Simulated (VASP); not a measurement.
# Tc in VASP: further runs

The runs below take Tc through electric field gradients, with PBEsol.

Everything below comes from runs of VASP 6.6.1. Logs are shortened: lines on timing, memory, paths and dates and some standing lists are left out, and cuts for length are marked.

### 1 The cell of the first run

It takes space group Fm-3m (No. 225, cubic). The conventional cell has a = 3.976 Å, b = 3.976 Å, c = 3.976 Å, α = 90.00°, β = 90.00°, γ = 90.00°. Tc (site symmetry m-3m) has 12 Tc at 2.81 Å within 3.7 Å.

### 2 Electric field gradients, PBEsol (volume scaled by 1.06)

Input file INCAR:

```
SYSTEM = Tc
ALGO     = Normal         ! electronic algorithm
EDIFF    = 1E-8           ! SCF threshold, eV
ENCUT    = 520            ! plane-wave cutoff, eV
GGA      = PS             ! functional
ISIF     = 2              ! what is computed and relaxed
ISMEAR   = -1             ! smearing method
LASPH    = .TRUE.         ! aspherical terms in the spheres
LCHARG   = .FALSE.        ! write CHGCAR
LEFG     = .TRUE.       
LREAL    = .FALSE.        ! projectors in reciprocal space
LWAVE    = .FALSE.        ! write WAVECAR
NBANDS   = 12             ! bands
NELM     = 100            ! most SCF steps
PREC     = Accurate       ! precision mode
SIGMA    = 0.03           ! smearing width, eV
```

Input file KPOINTS:

```
k-points
0
G
  18 18 18
  0 0 0
```

Input file POSCAR:

```
Tc
1.0
    0.0000000000      1.9882450037      1.9882450037
    1.9882450037      0.0000000000      1.9882450037
    1.9882450037      1.9882450037      0.0000000000
Tc
1
Direct
    0.0000000000      0.0000000000      0.0000000000
```

Potentials or basis: VASP PAW PBE potentials, release 64 (Tc_pv).

Launch:

```console
> cat potpaw_PBE.64/Tc_pv/POTCAR > POTCAR
> mpirun -np 1 vasp_std > vasp.out
```

OUTCAR:

```text
SYSTEM = Tc
   EDIFF = 1E-8
   ENCUT = 520
   GGA = PS
   ISIF = 2
   ISMEAR = -1
   LASPH = .TRUE.
   LREAL = .FALSE.
   NELM = 100
   PREC = Accurate

 ion  position               nearest neighbor table
   1  0.000  0.000  0.000-

  LATTYP: Found a face centered cubic cell.
 ALAT       =     3.9764900074

  Lattice vectors:

 A1 = (   0.0000000000,   1.9882450037,   1.9882450037)
 A2 = (   1.9882450037,   0.0000000000,   1.9882450037)
 A3 = (   1.9882450037,   1.9882450037,   0.0000000000)

Analysis of symmetry for initial positions (statically):
=====================================================================
 Subroutine PRICEL returns:
 Original cell was already a primitive cell.

 Routine SETGRP: Setting up the symmetry group for a
 face centered cubic supercell.

 Subroutine GETGRP returns: Found 48 space group operations
 (whereof 48 operations were pure point group operations)
 out of a pool of 48 trial point group operations.

The static configuration has the point symmetry O_h .

Analysis of symmetry for dynamics (positions and initial velocities):
=====================================================================
 Subroutine PRICEL returns:
 Original cell was already a primitive cell.

 Routine SETGRP: Setting up the symmetry group for a
 face centered cubic supercell.

 Subroutine GETGRP returns: Found 48 space group operations
 (whereof 48 operations were pure point group operations)
 out of a pool of 48 trial point group operations.

The dynamic configuration has the point symmetry O_h .

 Subroutine INISYM returns: Found 48 space group operations
 (whereof 48 operations are pure point group operations),
 and found     1 'primitive' translations

----------------------------------------------------------------------------------------

                                     Primitive cell

  volume of cell :      15.7195

  direct lattice vectors                    reciprocal lattice vectors
     0.000000000  1.988245004  1.988245004    -0.251478062  0.251478062  0.251478062
     1.988245004  0.000000000  1.988245004     0.251478062 -0.251478062  0.251478062
     1.988245004  1.988245004  0.000000000     0.251478062  0.251478062 -0.251478062

  length of vectors
     2.811803050  2.811803050  2.811803050     0.435572780  0.435572780  0.435572780

  position of ions in fractional coordinates (direct lattice)
     0.000000000  0.000000000  0.000000000

  ion indices of the primitive-cell ions
   primitive index   ion index
                 1           1

----------------------------------------------------------------------------------------

 KPOINTS: k-points

Automatic generation of k-mesh.
 Grid dimensions read from file:
 generate k-points for:   18   18   18

 Generating k-lattice:

  Cartesian coordinates                     Fractional coordinates (reciprocal lattice)
    -0.013971003  0.013971003  0.013971003     0.055555556  0.000000000  0.000000000
     0.013971003 -0.013971003  0.013971003     0.000000000  0.055555556  0.000000000
     0.013971003  0.013971003 -0.013971003     0.000000000  0.000000000  0.055555556

  Length of vectors
     0.024198488  0.024198488  0.024198488

  Shift w.r.t. Gamma in fractional coordinates (k-lattice)
     0.000000000  0.000000000  0.000000000

 Subroutine IBZKPT returns following result:
 ===========================================

 Found    195 irreducible k-points:

 Following reciprocal coordinates:
            Coordinates               Weight
  0.000000  0.000000  0.000000      1.000000
  0.055556  0.000000  0.000000      8.000000
  0.111111  0.000000  0.000000      8.000000
  0.166667  0.000000  0.000000      8.000000
  0.222222  0.000000  0.000000      8.000000
  0.277778  0.000000  0.000000      8.000000
[... 16 lines left out ...]
 -0.277778  0.055556  0.000000     24.000000
 -0.222222  0.055556  0.000000     24.000000
 [... further k-points ...]
   k-points           NKPTS =    195   k-points in BZ     NKDIM =    195   number of bands    NBANDS=     12
   number of dos      NEDOS =    301   number of ions     NIONS =      1
   total plane-waves  NPLWV =  13824
   dimension x,y,z NGX =    24 NGY =   24 NGZ =   24
   dimension x,y,z NGXF=    48 NGYF=   48 NGZF=   48
   ions per type =               1
   NGX,Y,Z   is equivalent  to a cutoff of  14.19, 14.19, 14.19 a.u.
   NGXF,Y,Z  is equivalent  to a cutoff of  28.38, 28.38, 28.38 a.u.
 SYSTEM =  Tc
   PREC   = accura    normal or accurate (medium, high low for compatibility)
   ISTART =      0    job   : 0-new  1-cont  2-samecut
   ICHARG =      2    charge: 1-file 2-atom 10-const
   ISPIN  =      1    spin polarized calculation?
   LNONCOLLINEAR =      F non collinear calculations
   LSORBIT =      F    spin-orbit coupling
   LASPH  =      T    aspherical Exc in radial PAW
   ENCUT  =  520.0 eV  38.22 Ry    6.18 a.u.   5.23  5.23  5.23*2*pi/ulx,y,z
   NELM   =    100;   NELMIN=  2; NELMDL= -5     # of ELM steps
   EDIFF  = 0.1E-07   stopping-criterion for ELM
   LREAL  =      F    real-space projection
   EDIFFG = 0.1E-06   stopping-criterion for IOM
   NSW    =      0    number of steps for IOM
   IBRION =     -1    ionic relax: 0-MD 1-quasi-New 2-CG
   NFREE  =      0    steps in history (QN), initial steepest desc. (CG)
   ISIF   =      2    stress and relaxation
   ISYM   =      2    0-nonsym 1-usesym 2-fastsym
   POTIM  = 0.5000    time-step for ionic-motion
   TEBEG  =    0.0;   TEEND  =   0.0 temperature during run
   PSTRESS=    0.0 pullay stress
   NELECT =      13.0000    total number of electrons
   NUPDOWN=      -1.0000    fix difference up-down
   EMIN   =  10.00;   EMAX   =-10.00  energy-range for DOS
   EFERMI =   0.00;   METHOD = LEGACY
   ISMEAR =    -1;   SIGMA  =   0.03  broadening in eV -4-tet -1-fermi 0-gaus
   EFERMI_NEDOS =   21; number of points for ismear=-14 and -15
   IALGO  =     38    algorithm
   IMIX   =      4    mixing-type and parameters
     AMIX     =   0.40;   BMIX     =  1.00
     AMIX_MAG =   1.60;   BMIX_MAG =  1.00
  volume/ion in A,a.u.               =      15.72       106.08
  Fermi-wavevector in a.u.,A,eV,Ry     =   1.536654  2.903855 32.127506  2.361305
  Thomas-Fermi vector in A             =   2.643272
   LORBIT       =      0    0 simple, 1 ext, 2 COOP (PROOUT), +10 PAW based schemes
   GGA     = PS    functional components
   LHFCALC =     F    Hartree Fock is set to
   AEXX    =    0.0000 exact exchange contribution
   IVDW    =     0    specifies the selected vdW correction
   LEPSILON=     F    determine dielectric tensor
   LRPA    =     F    only Hartree local field effects (RPA)
 non-spin polarized calculation
  energy-cutoff  :      520.00
  volume of cell :       15.72
 maximum number of plane-waves:       444
 NGX is ok and might be reduce to    24
   NGX = 11   NGY = 11   NGZ = 11

 number of electron      12.9999999 magnetization

 Free energy of the ion-electron system (eV)
  ---------------------------------------------------
  ext. energy  EPLUGINS =         0.00000000
  ---------------------------------------------------
  free energy    TOTEN  =       -11.02931521 eV

  energy without entropy =      -11.02601999  energy(sigma->0) =      -11.02766760

 E-fermi :  11.1281     XC(G=0): -13.3999

 val. band max:       11.1247627077   @ k =   0.1667   0.1111   0.0000
 cond. band min:      11.1614548353   @ k =   0.3889   0.2222   0.0000
 fundamental gap:      0.0366921276
 Fermi energy:        11.1280530881

 k-point     1 :       0.0000    0.0000    0.0000
  band No.  band energies     occupation
      1     -27.2688      2.00000
      2     -27.2688      2.00000
      3     -27.2688      2.00000
      4       4.0017      2.00000
      5       9.5687      2.00000
      6       9.5687      2.00000
      7       9.5687      2.00000
      8      11.8542      0.00000
      9      11.8542      0.00000
     10      25.1503      0.00000
     11      30.2542      0.00000
     12      30.2542      0.00000

 k-point     2 :       0.0556    0.0000    0.0000
  band No.  band energies     occupation
      1     -27.2987      2.00000
      2     -27.2727      2.00000
      3     -27.2727      2.00000
      4       4.1223      2.00000
      5       9.4995      2.00000
      6       9.6207      2.00000
      7       9.6207      2.00000
      8      11.8188      0.00000
      9      11.8188      0.00000
     10      25.3601      0.00000
     11      29.6625      0.00000
     12      30.4543      0.00000
[... 316 lines left out ...]
 k-point    24 :      -0.2222    0.0556    0.0000
  band No.  band energies     occupation
      1     -27.7277      2.00000
      2     -27.3603      2.00000
      3     -27.3190      2.00000
      4       5.8395      2.00000
      5       8.9825      2.00000
      6       9.9364      2.00000
      7      10.0215      2.00000
      8      11.5971      0.00000
      9      12.3535      0.00000
     10      25.5067      0.00000
     11      27.5157      0.00000
     12      32.3754      0.00000

 [... further k-points ...]
[... 5 lines left out ...]
  --------------------------------------------------------------------------------------
  -------------------------------------------------------------------------------------
  Total       -2.8084994     -2.8084994     -2.8084994      0.0000000     -0.0000000      0.0000000
  in kB     -286.2498162   -286.2498162   -286.2498162      0.0000000     -0.0000000      0.0000000
  external PRESSURE =    -286.2498162 kB  Pullay stress =       0.0000000 kB

 VOLUME and BASIS-vectors are now :
 -----------------------------------------------------------------------------
  energy-cutoff  :      520.00
  volume of cell :       15.72
      direct lattice vectors                 reciprocal lattice vectors
     0.000000000  1.988245004  1.988245004    -0.251478062  0.251478062  0.251478062
     1.988245004  0.000000000  1.988245004     0.251478062 -0.251478062  0.251478062
     1.988245004  1.988245004  0.000000000     0.251478062  0.251478062 -0.251478062

 POSITION                                       TOTAL-FORCE (eV/Angst)
 -----------------------------------------------------------------------------------
      0.00000      0.00000      0.00000        -0.000000     -0.000000     -0.000000
 -----------------------------------------------------------------------------------
    total drift:                               -0.000000     -0.000000     -0.000000

  FREE ENERGIE OF THE ION-ELECTRON SYSTEM (eV)
  ---------------------------------------------------
  free  energy   TOTEN  =       -11.0293152091 eV

  energy  without entropy=      -11.0260199910  energy(sigma->0) =      -11.02766760

 Electric field gradients (V/A^2)
---------------------------------------------------------------------
 ion       V_xx      V_yy      V_zz      V_xy      V_xz      V_yz
---------------------------------------------------------------------
   1       0.000     0.000    -0.000     0.000     0.000     0.000
---------------------------------------------------------------------

 Electric field gradients after diagonalization (V/A^2)
 (convention: |V_zz| > |V_xx| > |V_yy|)
----------------------------------------------------------------------
 ion       V_xx      V_yy      V_zz     asymmetry (V_yy - V_xx)/ V_zz
----------------------------------------------------------------------
   1      -0.000    -0.000     0.001       0.000
----------------------------------------------------------------------

           NMR quadrupolar parameters

 Cq : quadrupolar parameter    Cq=e*Q*V_zz/h
 eta: asymmetry parameters     (V_yy - V_xx)/ V_zz
 Q  : nuclear electric quadrupole moment in mb (millibarn)
----------------------------------------------------------------------
 ion       Cq(MHz)       eta       Q (mb)
----------------------------------------------------------------------
   1       0.000       0.000       1.000
----------------------------------------------------------------------
```

It took 26 s on 1 thread of AMD EPYC 9R45 (Zen 5), shared host; peak memory 0.13 GiB.

What came out:

```yaml
Free_energy: -11.0293 eV
Pressure: -28.6 GPa
```

Caveat: without QUAD_EFG the Cq values of the log hold for a quadrupole moment of 1 mb, not for the nuclei; the PAW data sets were made with another functional, which shifts forces and pressure a little.

[end of part 1 of 3]
